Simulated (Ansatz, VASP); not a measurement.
**HfB in VASP and in Ansatz**

```
Hf B
1.0
     0.00000    2.32733    2.32733
     2.31000    0.01733    2.31000
     2.31000    2.31000    0.01733
Hf B
1 1
Cartesian
  2.3100 2.3273 2.3273
  0.0000 0.0000 0.0000
```

Change from the starting cell: strain +0.0150 x Voigt [0, 0, 0, 1, 0, 0], atoms carried along.

Alike in both runs: task single point; functional PBEsol; k mesh 18 × 18 × 18; occupations gaussian, width 0.15 eV; no spin polarisation.

|  | VASP | Ansatz |
| --- | --- | --- |
| version | VASP 6.6.1 | Ansatz 0.2.0 |
| potentials or method | VASP PAW PBE potentials, release 64 (Hf_pv, B), cutoff 520 eV | scalar-relativistic, plane waves, PAW |
| valence electrons in the cell | 13 | 29 |

```csv
,VASP,Ansatz,Ansatz less VASP
gap on the k mesh at the Fermi level (eV),none,none,-
pressure (GPa),24.6,23.5,-1.09
"traceless stress, the component that is largest in VASP (GPa)",-0.89,-0.94,-0.047
```

VASP's potentials were made for PBE, not for PBEsol. A gap of «none» marks a metal or a gap that the smearing closes. With one functional, cell and mesh, what is left measures potentials, basis and numerics. VASP's potentials hold 13 valence electrons a cell and Ansatz's 29, so a difference there can come from the potentials and not from the codes.

Spin-orbit coupling is off throughout.
